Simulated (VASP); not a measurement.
A run of VASP 6.6.1 is set up as follows.

File POSCAR:

```
Sb
1.0
    2.8812614613      0.0000000000      0.0000000000
    0.0000000000      2.8812614613      0.0000000000
    0.0000000000      0.0000000000      2.8812614613
Sb
1
Direct
    0.0000000000      0.0000000000      0.0000000000
```

File INCAR.step1:

```
SYSTEM = Sb
PREC = Accurate
ENCUT = 520
ISMEAR = 0
SIGMA = 0.1
LREAL = .False.
LASPH = .True.
NELM = 60
NBANDS = 8
GGA = PE
ALGO = Normal
EDIFF = 1E-4
LWAVE = .True.
LCHARG = .False.
```

INCAR.step2

```
SYSTEM = Sb
PREC = Accurate
ENCUT = 520
EDIFF = 1E-7
ISMEAR = 0
SIGMA = 0.1
LREAL = .False.
LASPH = .True.
NELM = 60
ALGO = Normal
ISIF = 2
LWAVE = .False.
LCHARG = .False.
METAGGA = R2SCAN
LMIXTAU = .True.
NBANDS = 8
ISTART = 1
```

KPOINTS

```
Automatic mesh
0
Gamma
  14 14 14
  0 0 0
```

Potentials or basis: VASP PAW PBE potentials, release 64 (Sb).

The run is started by

```console
$ cat potpaw_PBE.64/Sb/POTCAR > POTCAR
$ cp INCAR.step1 INCAR
$ mpirun -np 1 vasp_std > vasp.out
$ cp INCAR.step2 INCAR
$ mpirun -np 1 vasp_std > vasp.out
```

Question: Estimate the band gap on the k mesh.

Answer: Zero (an odd number of electrons rules out a gap without spin polarisation).

Question: Estimate the pressure.

Answer: 20.4 GPa.

Caveat: the cell stands under pressure; the PAW data sets were made with another functional, which shifts forces and pressure a little; spin-orbit coupling is left out, which moves the levels of the heavy elements; an odd number of electrons without spin polarisation forces a metal; a magnetic or distorted state may lie lower.
